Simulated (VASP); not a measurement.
## Sn: single point with PBEsol

Sn:

```
CELL_PARAMETERS angstrom
3.35856 0.00000 0.00000
-1.67928 2.90859 0.00000
0.00000 0.00000 5.58540
ATOMIC_POSITIONS crystal
Sn 0.33333 0.66667 0.25000
Sn 0.66667 0.33333 0.75000
```

This cell differs from its parent crystal: volume scaled by 1.04.

```json
{
 "Program": "VASP 6.6.1",
 "Task": "single point",
 "Functional": "PBEsol",
 "Potentials or basis": "VASP PAW PBE potentials, release 64 (Sn_d)",
 "Cutoff": "520 eV",
 "k mesh": "12 × 12 × 7",
 "Occupations": "fermi-dirac, width 0.1 eV",
 "Spin": "no spin polarisation",
 "Dipole correction": "no",
 "Further INCAR settings": "ALGO = Normal; EDIFF = 1e-06; NBANDS = 21"
}
```

```json
{"Pressure": "-2.0 GPa", "Band gap on the k mesh": "zero (band 14 reaches 13.91 eV, above the bottom of band 15 at 5.67 eV)"}
```

Stress tensor (GPa, compression positive):
```
-1.57  0.00  0.00
 0.00 -1.57  0.00
 0.00  0.00 -2.77
```

Levels at points of the mesh, in eV from the Fermi level:
```csv
k point,band 11,band 12,band 13,band 14,band 15,band 16,band 17,band 18
"(0.00, 0.00, 0.00)",-11.08,-6.94,-4.61,5.95,5.95,7.48,7.64,7.64
"(0.50, 0.00, 0.00)",-7.01,-5.89,-2.44,-1.57,-0.74,1.26,2.25,5.79
```

It took 45 s on 1 thread of Intel(R) Xeon(R) Platinum 8375C CPU @ 2.90GHz (Ice Lake) (shared host), peak memory 0.21 GiB.

Caveat: the PAW data sets were made with another functional, which shifts forces and pressure a little; spin-orbit coupling is left out, which moves the levels of the heavy elements.
